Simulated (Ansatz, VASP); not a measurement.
# HfO2 in VASP and in Ansatz

```
Hf O
1.0
     0.00000    2.54881    2.54881
     2.54881    0.00000    2.54881
     2.54881    2.54881    0.00000
Hf O
1 2
Direct
  0.00000 0.00000 0.00000
  0.25000 0.25000 0.25000
  0.75000 0.75000 0.75000
```

Alike in both runs: task single point; functional HSE06; k mesh 6 × 6 × 6; occupations gaussian, width 0.02 eV; no spin polarisation.

|  | VASP | Ansatz |
| --- | --- | --- |
| version | VASP 6.6.1 | Ansatz 0.2.0 |
| potentials or method | VASP PAW PBE potentials, release 64 (Hf_pv, O), cutoff 520 eV | scalar-relativistic, plane waves, PAW |
| valence electrons in the cell | 22 | 38 |

```csv
,VASP,Ansatz,Ansatz less VASP
gap on the k mesh at the Fermi level (eV),5.29,5.34,+0.050
least direct gap on the mesh (eV),5.29,5.34,+0.050
pressure (GPa),-10.9,-6.3,+4.61
```

One of these differences is far larger than is usual between the two programs; its cause wasn't traced. VASP's potentials hold 22 valence electrons a cell and Ansatz's 38, so a difference there can come from the potentials and not from the codes. Ansatz's warnings: stress exchange threshold loose, stress scf threshold loose.

Spin-orbit coupling is off throughout.
